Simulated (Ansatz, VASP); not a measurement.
# Two plane-wave programs on GaP

```
CELL_PARAMETERS angstrom
1.94301 1.12180 6.43081
-1.94301 1.12180 6.43081
0.00000 -2.24360 6.43081
ATOMIC_POSITIONS crystal
Ga 0.43537 0.43537 0.43537
Ga 0.56463 0.56463 0.56463
P 0.05739 0.05739 0.05739
P 0.94261 0.94261 0.94261
```

Alike in both runs: task single point; functional r2SCAN; k mesh 3 × 3 × 3; no spin polarisation.

|  | VASP | Ansatz |
| --- | --- | --- |
| version | VASP 6.6.1 | Ansatz 0.2.0 |
| potentials or method | VASP PAW PBE potentials, release 64 (Ga_d, P), cutoff 520 eV | plane waves, PAW |
| occupations | gaussian, width 0.01 eV | fixed |
| valence electrons in the cell | 36 | 36 |

Ansatz gave:

```
gap on the k mesh at the Fermi level (eV) : 1.41
```

Which values does VASP return?

gap on the k mesh at the Fermi level (eV): 1.42.

VASP's potentials were made for PBE, not for r2SCAN.

The k mesh is coarse, so the values compare programs but aren't converged.
